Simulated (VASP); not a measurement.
# AgI (F-43m) in VASP: further runs

The runs below take AgI through relaxation of cell and atoms, with LDA.

All numbers are computed with VASP 6.6.1; they aren't measurements. Logs are shortened: lines on timing, memory, paths and dates and some standing lists are left out, and cuts for length are marked.

### Step 1. The cell of the first run

Symmetry: F-43m, No. 216, cubic system. The conventional cell has a = 6.348 Å, b = 6.348 Å, c = 6.348 Å, α = 90.00°, β = 90.00°, γ = 90.00°. Ag (site symmetry -43m) has 4 I at 2.75 Å within 3.6 Å. Within 3.6 Å of I (site symmetry -43m) lie 4 Ag at 2.75 Å.

### Step 2. Relaxation of cell and atoms, LDA, target pressure 1 GPa, at which the enthalpy is minimised

INCAR

```
SYSTEM = AgI
ALGO = Normal ; EDIFF = 1E-7
EDIFFG = -0.002 ; ENCUT = 500
GGA_COMPAT = .False. ; IBRION = 2
ISIF = 3 ; ISMEAR = 0
LASPH = .True. ; LCHARG = .False.
LREAL = .False. ; LWAVE = .False.
NELM = 120 ; NELMIN = 4
NSW = 100 ; PREC = Accurate
PSTRESS = 10.0 ; SIGMA = 0.01
```

KPOINTS

```
k-points
0
Gamma
  6 6 6
  0 0 0
```

POSCAR

```
AgI
1.0
    0.0000000000      3.1739496883      3.1739496883
    3.1739496883      0.0000000000      3.1739496883
    3.1739496883      3.1739496883      0.0000000000
Ag I
1 1
Direct
    0.0000000000      0.0000000000      0.0000000000
    0.7500000000      0.7500000000      0.7500000000
```

Potentials or basis: VASP PAW LDA potentials, release 64 (Ag, I).

Launch:

```bash
$ cat potpaw_LDA.64/Ag/POTCAR potpaw_LDA.64/I/POTCAR > POTCAR
$ mpirun -np 1 vasp_std > vasp.out
```

OUTCAR:

```text
SYSTEM = AgI
   EDIFF = 1E-7
   EDIFFG = -0.002
   ENCUT = 500
   IBRION = 2
   ISIF = 3
   ISMEAR = 0
   LASPH = .True.
   LREAL = .False.
   NELM = 120
   NELMIN = 4
   NSW = 100
   PREC = Accurate
   PSTRESS = 10.0

 ion  position               nearest neighbor table
   1  0.000  0.000  0.000-   2 2.75   2 2.75   2 2.75   2 2.75
   2  0.750  0.750  0.750-   1 2.75   1 2.75   1 2.75   1 2.75

  LATTYP: Found a face centered cubic cell.
 ALAT       =     6.3478993766

  Lattice vectors:

 A1 = (   0.0000000000,   3.1739496883,   3.1739496883)
 A2 = (   3.1739496883,   0.0000000000,   3.1739496883)
 A3 = (   3.1739496883,   3.1739496883,   0.0000000000)

Analysis of symmetry for initial positions (statically):
=====================================================================
 Subroutine PRICEL returns:
 Original cell was already a primitive cell.

 Routine SETGRP: Setting up the symmetry group for a
 face centered cubic supercell.

 Subroutine GETGRP returns: Found 24 space group operations
 (whereof 24 operations were pure point group operations)
 out of a pool of 48 trial point group operations.

The static configuration has the point symmetry T_d .

Analysis of symmetry for dynamics (positions and initial velocities):
=====================================================================
 Subroutine PRICEL returns:
 Original cell was already a primitive cell.

 Routine SETGRP: Setting up the symmetry group for a
 face centered cubic supercell.

 Subroutine GETGRP returns: Found 24 space group operations
 (whereof 24 operations were pure point group operations)
 out of a pool of 48 trial point group operations.

The dynamic configuration has the point symmetry T_d .

 Subroutine INISYM returns: Found 24 space group operations
 (whereof 24 operations are pure point group operations),
 and found     1 'primitive' translations

----------------------------------------------------------------------------------------

                                     Primitive cell

  volume of cell :      63.9485

  direct lattice vectors                    reciprocal lattice vectors
     0.000000000  3.173949688  3.173949688    -0.157532428  0.157532428  0.157532428
     3.173949688  0.000000000  3.173949688     0.157532428 -0.157532428  0.157532428
     3.173949688  3.173949688  0.000000000     0.157532428  0.157532428 -0.157532428

  length of vectors
     4.488642695  4.488642695  4.488642695     0.272854169  0.272854169  0.272854169

  position of ions in fractional coordinates (direct lattice)
     0.000000000  0.000000000  0.000000000
     0.750000000  0.750000000  0.750000000

  ion indices of the primitive-cell ions
   primitive index   ion index
                 1           1
                 2           2

----------------------------------------------------------------------------------------

 KPOINTS: k-points

Automatic generation of k-mesh.
 Grid dimensions read from file:
 generate k-points for:    6    6    6

 Generating k-lattice:

  Cartesian coordinates                     Fractional coordinates (reciprocal lattice)
    -0.026255405  0.026255405  0.026255405     0.166666667  0.000000000  0.000000000
     0.026255405 -0.026255405  0.026255405     0.000000000  0.166666667  0.000000000
     0.026255405  0.026255405 -0.026255405     0.000000000  0.000000000  0.166666667

  Length of vectors
     0.045475695  0.045475695  0.045475695

  Shift w.r.t. Gamma in fractional coordinates (k-lattice)
     0.000000000  0.000000000  0.000000000

 Subroutine IBZKPT returns following result:
 ===========================================

 Found     16 irreducible k-points:

 Following reciprocal coordinates:
            Coordinates               Weight
  0.000000  0.000000  0.000000      1.000000
  0.166667  0.000000  0.000000      8.000000
  0.333333  0.000000  0.000000      8.000000
  0.500000  0.000000  0.000000      4.000000
  0.166667  0.166667  0.000000      6.000000
  0.333333  0.166667  0.000000     24.000000
[... 8 lines left out ...]
 -0.333333  0.333333  0.166667     24.000000
 -0.333333  0.500000  0.166667     12.000000
   k-points           NKPTS =     16   k-points in BZ     NKDIM =     16   number of bands    NBANDS=     13
   number of dos      NEDOS =    301   number of ions     NIONS =      2
   total plane-waves  NPLWV =  46656
   dimension x,y,z NGX =    36 NGY =   36 NGZ =   36
   dimension x,y,z NGXF=    72 NGYF=   72 NGZF=   72
   ions per type =               1   1
   NGX,Y,Z   is equivalent  to a cutoff of  13.33, 13.33, 13.33 a.u.
   NGXF,Y,Z  is equivalent  to a cutoff of  26.67, 26.67, 26.67 a.u.
 SYSTEM =  AgI
   PREC   = accura    normal or accurate (medium, high low for compatibility)
   ISTART =      0    job   : 0-new  1-cont  2-samecut
   ICHARG =      2    charge: 1-file 2-atom 10-const
   ISPIN  =      1    spin polarized calculation?
   LNONCOLLINEAR =      F non collinear calculations
   LSORBIT =      F    spin-orbit coupling
   LASPH  =      T    aspherical Exc in radial PAW
   ENCUT  =  500.0 eV  36.75 Ry    6.06 a.u.   8.18  8.18  8.18*2*pi/ulx,y,z
   NELM   =    120;   NELMIN=  4; NELMDL= -5     # of ELM steps
   EDIFF  = 0.1E-06   stopping-criterion for ELM
   LREAL  =      F    real-space projection
   EDIFFG = -.2E-02   stopping-criterion for IOM
   NSW    =    100    number of steps for IOM
   IBRION =      2    ionic relax: 0-MD 1-quasi-New 2-CG
   NFREE  =      1    steps in history (QN), initial steepest desc. (CG)
   ISIF   =      3    stress and relaxation
   ISYM   =      2    0-nonsym 1-usesym 2-fastsym
   POTIM  = 0.5000    time-step for ionic-motion
   TEBEG  =    0.0;   TEEND  =   0.0 temperature during run
   PSTRESS=   10.0 pullay stress
   NELECT =      18.0000    total number of electrons
   NUPDOWN=      -1.0000    fix difference up-down
   EMIN   =  10.00;   EMAX   =-10.00  energy-range for DOS
   EFERMI =   0.00;   METHOD = LEGACY
   ISMEAR =     0;   SIGMA  =   0.01  broadening in eV -4-tet -1-fermi 0-gaus
   EFERMI_NEDOS =   21; number of points for ismear=-14 and -15
   IALGO  =     38    algorithm
   IMIX   =      4    mixing-type and parameters
     AMIX     =   0.40;   BMIX     =  1.00
     AMIX_MAG =   1.60;   BMIX_MAG =  1.00
  volume/ion in A,a.u.               =      31.97       215.77
  Fermi-wavevector in a.u.,A,eV,Ry     =   1.072891  2.027470 15.661602  1.151095
  Thomas-Fermi vector in A             =   2.208674
   LORBIT       =      0    0 simple, 1 ext, 2 COOP (PROOUT), +10 PAW based schemes
   GGA     = CA    functional components
   LHFCALC =     F    Hartree Fock is set to
   AEXX    =    0.0000 exact exchange contribution
   IVDW    =     0    specifies the selected vdW correction
   LEPSILON=     F    determine dielectric tensor
   LRPA    =     F    only Hartree local field effects (RPA)
 conjugate gradient relaxation of ions
 non-spin polarized calculation
 Gauss-broadening in eV      SIGMA  =   0.01
  energy-cutoff  :      500.00
  volume of cell :       63.95
 maximum number of plane-waves:      1640
 NGX is ok and might be reduce to    36
   NGX = 17   NGY = 17   NGZ = 17

--------------------------------------- Ionic step        1  -------------------------------------------

 number of electron      18.0000002 magnetization

 Free energy of the ion-electron system (eV)
  ---------------------------------------------------
  ext. energy  EPLUGINS =         0.00000000
  ---------------------------------------------------
  free energy    TOTEN  =        -6.12168285 eV

  energy without entropy =       -6.12168285  energy(sigma->0) =       -6.12168285

------------------------ aborting loop because EDIFF is reached ----------------------------------------

  FORCE on cell =-STRESS in cart. coord.  units (eV):
  Direction    XX          YY          ZZ          XY          YZ          ZX
  --------------------------------------------------------------------------------------
  -------------------------------------------------------------------------------------
  Total        0.0127568      0.0127568      0.0127568      0.0000000     -0.0000000      0.0000000
  in kB        0.3196121      0.3196121      0.3196121      0.0000000     -0.0000000      0.0000000
  external PRESSURE =      -9.6803879 kB  Pullay stress =      10.0000000 kB

 VOLUME and BASIS-vectors are now :
 -----------------------------------------------------------------------------
  energy-cutoff  :      500.00
  volume of cell :       63.95
      direct lattice vectors                 reciprocal lattice vectors
     0.000000000  3.173949688  3.173949688    -0.157532428  0.157532428  0.157532428
     3.173949688  0.000000000  3.173949688     0.157532428 -0.157532428  0.157532428
     3.173949688  3.173949688  0.000000000     0.157532428  0.157532428 -0.157532428

 POSITION                                       TOTAL-FORCE (eV/Angst)
 -----------------------------------------------------------------------------------
      0.00000      0.00000      0.00000         0.000000      0.000000      0.000000
      4.76092      4.76092      4.76092        -0.000000     -0.000000     -0.000000
 -----------------------------------------------------------------------------------
    total drift:                                0.000000      0.000000      0.000000

  FREE ENERGIE OF THE ION-ELECTRON SYSTEM (eV)
  ---------------------------------------------------
  free  energy   TOTEN  =        -6.1216828471 eV
[... 95 lines left out ...]
 VOLUME and BASIS-vectors are now :
 -----------------------------------------------------------------------------
  energy-cutoff  :      500.00
  volume of cell :       62.52
      direct lattice vectors                 reciprocal lattice vectors
     0.000000000  3.150167831  3.150167831    -0.158721702  0.158721702  0.158721702
     3.150167831  0.000000000  3.150167831     0.158721702 -0.158721702  0.158721702
     3.150167831  3.150167831  0.000000000     0.158721702  0.158721702 -0.158721702

 POSITION                                       TOTAL-FORCE (eV/Angst)
 -----------------------------------------------------------------------------------
      0.00000      0.00000      0.00000         0.000000      0.000000      0.000000
      4.72525      4.72525      4.72525        -0.000000     -0.000000     -0.000000
 -----------------------------------------------------------------------------------
    total drift:                                0.000000      0.000000      0.000000

  FREE ENERGIE OF THE ION-ELECTRON SYSTEM (eV)
  ---------------------------------------------------
  free  energy   TOTEN  =        -6.1170999730 eV

  energy  without entropy=       -6.1170999730  energy(sigma->0) =       -6.11709997

  enthalpy is  TOTEN    =        -5.7268701201 eV   P V=        0.3902298529

--------------------------------------- Ionic step        5  -------------------------------------------

 number of electron      18.0000002 magnetization

 Free energy of the ion-electron system (eV)
  ---------------------------------------------------
  ext. energy  EPLUGINS =         0.00000000
  ---------------------------------------------------
  free energy    TOTEN  =        -6.11729114 eV

  energy without entropy =       -6.11729114  energy(sigma->0) =       -6.11729114

 E-fermi :   4.0860     XC(G=0):  -9.2615

 val. band max:        3.9899256591   @ k =   0.0000   0.0000   0.0000
 cond. band min:       5.0846828769   @ k =   0.0000   0.0000   0.0000
 fundamental gap:      1.0947572178
 Fermi energy:         4.0860123520

 k-point     1 :       0.0000    0.0000    0.0000
  band No.  band energies     occupation
      1      -9.4079      2.00000
      2      -0.8556      2.00000
      3      -0.8556      2.00000
      4      -0.8556      2.00000
      5       0.4308      2.00000
      6       0.4308      2.00000
      7       3.9899      2.00000
      8       3.9899      2.00000
      9       3.9899      2.00000
     10       5.0847      0.00000
     11       9.4579      0.00000
     12       9.4579      0.00000
     13       9.4579      0.00000

 k-point     2 :       0.1667    0.0000    0.0000
  band No.  band energies     occupation
      1      -9.3186      2.00000
      2      -0.9090      2.00000
      3      -0.8029      2.00000
      4      -0.8029      2.00000
      5       0.4234      2.00000
      6       0.4234      2.00000
      7       2.7681      2.00000
      8       3.7611      2.00000
      9       3.7611      2.00000
     10       6.0647      0.00000
     11       9.2303      0.00000
     12       9.7727      0.00000
     13       9.7727      0.00000
[... 235 lines left out ...]
 VOLUME and BASIS-vectors are now :
 -----------------------------------------------------------------------------
  energy-cutoff  :      500.00
  volume of cell :       62.55
      direct lattice vectors                 reciprocal lattice vectors
     0.000000000  3.150677730  3.150677730    -0.158696015  0.158696015  0.158696015
     3.150677730  0.000000000  3.150677730     0.158696015 -0.158696015  0.158696015
     3.150677730  3.150677730 -0.000000000     0.158696015  0.158696015 -0.158696015

 POSITION                                       TOTAL-FORCE (eV/Angst)
 -----------------------------------------------------------------------------------
      0.00000      3.15068      3.15068        -0.000000      0.000000     -0.000000
      4.72602      4.72602      4.72602         0.000000     -0.000000      0.000000
 -----------------------------------------------------------------------------------
    total drift:                                0.000000      0.000000      0.000000

  FREE ENERGIE OF THE ION-ELECTRON SYSTEM (eV)
  ---------------------------------------------------
  free  energy   TOTEN  =        -6.1172911444 eV

  energy  without entropy=       -6.1172911444  energy(sigma->0) =       -6.11729114

  enthalpy is  TOTEN    =        -5.7268717683 eV   P V=        0.3904193761

 reached required accuracy - stopping structural energy minimisation
```

Wall time 41 s (1 thread of Intel Xeon Platinum 8375C at 2.90GHz (Ice Lake), shared host); peak memory 0.17 GiB.

What came out:

```yaml
Free_energy: -6.1173 eV
Relaxed_volume: 31.28 Å³/atom
Relaxed_cell: a = 4.456 Å, b = 4.456 Å, c = 4.456 Å, α = 60.00°, β = 60.00°, γ = 60.00°
Space_group_after_relaxing_to_0.05_Å: F-43m (No. 216)
Energy_change_on_relaxing_the_enthalpy_is_what_falls: +2.2 meV/atom
Ionic_steps: 5
Pressure_after_relaxing: 1.0 GPa
Band_gap_on_the_k_mesh: 1.09 eV, direct
```

The path:
```
step  energy change (eV)  largest force (eV/Å)  pressure (GPa)  volume (Å³)
   1              0.0000                0.0000            0.03        63.95
   2              0.0071                0.0000            1.28        62.18
   3              0.0044                0.0000            0.98        62.55
   4              0.0046                0.0000            1.02        62.52
   5              0.0044                0.0000            1.00        62.55
```

Final structure:
```yaml
crystal:
  lattice:
    - [0.00000, 3.15068, 3.15068]
    - [3.15068, 0.00000, 3.15068]
    - [3.15068, 3.15068, 0.00000]
  atoms:
    - { symbol: Ag, position: [0.00000, 0.00000, 0.00000] }
    - { symbol: I, position: [0.75000, 0.75000, 0.75000] }
```

Caveat: the cell is relaxed towards a set pressure, so the enthalpy falls and the energy may rise; spin-orbit coupling is left out, which moves the levels of the heavy elements. Zero-point motion and thermal expansion aren't in these numbers.

### Step 3. Relaxation of cell and atoms, LDA, target pressure 2 GPa, at which the enthalpy is minimised

INCAR

```
PREC = Accurate
ENCUT = 500
EDIFF = 1E-7
ISMEAR = 0
SIGMA = 0.01
LREAL = F
LASPH = T
NELM = 120
ALGO = Normal
ISIF = 3
LWAVE = F
LCHARG = F
IBRION = 2
NSW = 100
EDIFFG = -0.002
PSTRESS = 20.0
GGA_COMPAT = F
NELMIN = 4
```

KPOINTS

```
Automatic mesh
0
Gamma
  6 6 6
```

POSCAR is that of step 2.

Potentials or basis: VASP PAW LDA potentials, release 64 (Ag, I).

Launch:

```bash
$ cat potpaw_LDA.64/Ag/POTCAR potpaw_LDA.64/I/POTCAR > POTCAR
$ mpirun -np 1 vasp_std > vasp.out
```

Run time: 31 s. Hardware: 1 thread of Intel Xeon Platinum 8375C at 2.90GHz (Ice Lake), shared host; peak memory 0.17 GiB.

Results (log left out):

- Free energy: -6.1055 eV
- Relaxed volume: 30.64 Å³/atom
- Relaxed cell: a = 4.425 Å, b = 4.425 Å, c = 4.425 Å, α = 60.00°, β = 60.00°, γ = 60.00°
- Space group after relaxing (to 0.05 Å): F-43m (No. 216)
- Energy change on relaxing (the enthalpy is what falls): +8.1 meV/atom
- Ionic steps: 3
- Pressure after relaxing: 2.0 GPa
- Band gap on the k mesh: 1.10 eV, direct

The path:
```
step  energy change (eV)  largest force (eV/Å)  pressure (GPa)  volume (Å³)
   1              0.0000                0.0000            0.03        63.95
   2              0.0296                0.0000            2.79        60.38
   3              0.0162                0.0000            2.00        61.28
```

Final structure:
```
Ag I
1.0
     0.00000    3.12918    3.12918
     3.12918    0.00000    3.12918
     3.12918    3.12918    0.00000
Ag I
1 1
Direct
  0.00000 0.00000 0.00000
  0.75000 0.75000 0.75000
```

Levels at points of the mesh, in eV from the valence-band top:
```
           k point  band 5  band 6  band 7  band 8  band 9  band 10  band 11  band 12  band 13
(0.00, 0.00, 0.00)   -3.67   -3.67    0.00    0.00    0.00     1.10     5.43     5.43     5.43
(0.50, 0.00, 0.00)   -3.63   -3.63   -3.48   -0.91   -0.91     2.50     5.97     5.97     7.13
(0.50, 0.50, 0.00)   -3.56   -3.53   -3.12   -2.22   -2.22     3.11     3.63     8.68     9.88
```

Caveat: the cell is relaxed towards a set pressure, so the enthalpy falls and the energy may rise; spin-orbit coupling is left out, which moves the levels of the heavy elements.
